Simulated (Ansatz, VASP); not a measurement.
# Mg2CdS3: VASP beside Ansatz

File INCAR:

```
SYSTEM = Mg2CdS3
  PREC = Accurate
  ENCUT = 600
  EDIFF = 1E-6
  ISMEAR = 0
  SIGMA = 0.1
  LREAL = .False.
  LASPH = .True.
  NELM = 100
  ALGO = Normal
  ISIF = 3
  LWAVE = .False.
  LCHARG = .False.
  GGA = PE
  IBRION = 2
  NSW = 80
  EDIFFG = -0.025
```

Contents of KPOINTS:

```
Automatic mesh
0
Gamma
  2 3 3
  0 0 0
```

Contents of POSCAR:

```
Mg2CdS3
1.0
    0.1005280931      0.0453435708     -6.6737465912
    6.3807106192     -3.6598287813     -0.0689294736
   -6.2715269581     -3.4707184061      0.1174716275
Mg Cd S
4 2 6
Direct
    0.4996440476      0.1658747086      0.5053266035
    0.9991410436      0.8239552903      0.4919851202
    1.0000259152      0.4875569059      0.8200595214
    0.4850294100      0.4910260461      0.1516841705
    0.5052836807      0.8260755968      0.8312256698
    1.0063602995      0.1744561699      0.1801516634
    0.8767561145      0.8275002015      0.8317208549
    0.8752430527      0.1741139734      0.5077387818
    0.3762357479      0.8317904939      0.4882713683
    0.3914980776      0.1904186419      0.1874914805
    0.3599784256      0.4816846457      0.8270818153
    0.8748041850      0.5255473260      0.1772629504
```

Input for Ansatz:

```yaml
crystal:
  lattice:
    - [0.1005280931, 0.0453435708, -6.6737465912]
    - [6.3807106192, -3.6598287813, -0.0689294736]
    - [-6.2715269581, -3.4707184061, 0.1174716275]
  atoms:
    - { symbol: Mg, position: [0.4996440476, 0.1658747086, 0.5053266035] }
    - { symbol: Mg, position: [0.9991410436, 0.8239552903, 0.4919851202] }
    - { symbol: Mg, position: [1.0000259152, 0.4875569059, 0.8200595214] }
    - { symbol: Mg, position: [0.48502941, 0.4910260461, 0.1516841705] }
    - { symbol: Cd, position: [0.5052836807, 0.8260755968, 0.8312256698] }
    - { symbol: Cd, position: [1.0063602995, 0.1744561699, 0.1801516634] }
    - { symbol: S, position: [0.8767561145, 0.8275002015, 0.8317208549] }
    - { symbol: S, position: [0.8752430527, 0.1741139734, 0.5077387818] }
    - { symbol: S, position: [0.3762357479, 0.8317904939, 0.4882713683] }
    - { symbol: S, position: [0.3914980776, 0.1904186419, 0.1874914805] }
    - { symbol: S, position: [0.3599784256, 0.4816846457, 0.8270818153] }
    - { symbol: S, position: [0.874804185, 0.525547326, 0.1772629504] }
basis:
  ecutwfc: 420
kpoints:
  mp_grid: { grid: [2, 3, 3] }
hamiltonian:
  xc: pbe
scf:
  occupations: { method: gaussian, width: 0.1 }
  lower_state_search: "off"
output:
  forces: true
  stress: true
  eigenvalues: true
relax:
  adjacent_minimum: "off"
  f_tol: 0.025
  max_steps: 60
  cell: { stress_tol: 0.25 }
```

Change from the starting cell: cell x1, atoms moved at random (sigma 0.05 Å) and cell strained at random (1.5 %), then relaxed without symmetry.

Alike in both runs: task relaxation of cell and atoms; functional PBE; k mesh 2 × 3 × 3; occupations gaussian, width 0.1 eV; no spin polarisation.

|  | VASP | Ansatz |
| --- | --- | --- |
| version | VASP 6.6.1 | Ansatz 0.2.0 |
| potentials or method | VASP PAW PBE potentials, release 64 (Mg, Cd, S), cutoff 600 eV | scalar-relativistic, plane waves, PAW |
| valence electrons in the cell | 68 | 116 |

Ansatz gave:

- gap on the k mesh at the Fermi level, each at its own relaxed structure (eV): 2.57
- relaxed volume (Å³/atom): 24.02
- relaxed length of the cell vector where the two differ most in proportion (Å): 7.089

**Question.** Which values does VASP return?

**Answer.** gap on the k mesh at the Fermi level, each at its own relaxed structure (eV): 2.56; relaxed volume (Å³/atom): 24.01; relaxed length of the cell vector where the two differ most in proportion (Å): 7.085.

VASP's potentials hold 68 valence electrons a cell and Ansatz's 116, so a difference there can come from the potentials and not from the codes.

The k mesh is coarse, so the values compare programs but aren't converged.
